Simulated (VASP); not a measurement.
A run of VASP 6.6.1:

The input INCAR:

```
PREC     = Accurate       # precision mode
ENCUT    = 520            # plane-wave cutoff, eV
EDIFF    = 1E-7           # SCF threshold, eV
ISMEAR   = -1             # smearing method
SIGMA    = 0.08           # smearing width, eV
LREAL    = F              # projectors in reciprocal space
LASPH    = T              # aspherical terms in the spheres
NELM     = 80             # most SCF steps
ALGO     = Normal         # electronic algorithm
ISIF     = 2              # what is computed and relaxed
LWAVE    = F              # write WAVECAR
LCHARG   = F              # write CHGCAR
GGA      = PE             # functional
NBANDS   = 25             # bands
```

The input KPOINTS:

```
Automatic mesh
0
Gamma
  11 11 6
```

Contents of POSCAR:

```
AlRu
1.0
    2.3568617904      0.0000000000      0.0000000000
   -1.1784308952      2.0411021837      0.0000000000
    0.0000000000      0.0000000000      6.4615158918
Ru Al
2 2
Direct
    0.0000000000      0.0000000000      0.0000000000
    0.0000000000      0.0000000000      0.5000000000
    0.3333333333      0.6666666667      0.2500000000
    0.6666666667      0.3333333333      0.7500000000
```

Potentials or basis: VASP PAW PBE potentials, release 64 (Ru_pv, Al).

The run is started by

```bash
$ cat potpaw_PBE.64/Ru_pv/POTCAR potpaw_PBE.64/Al/POTCAR > POTCAR
$ mpirun -np 1 vasp_std > vasp.out
```

Hardware: 1 thread of AMD EPYC 7R43 64-Core Processor (Zen 3), on a shared host.

How long does it take, and how much memory?

Run time: 56 s on 1 thread of AMD EPYC 7R43 64-Core Processor (Zen 3), on a shared host, peak memory 0.13 GiB. Counts: scf iterations 14, k points 64.
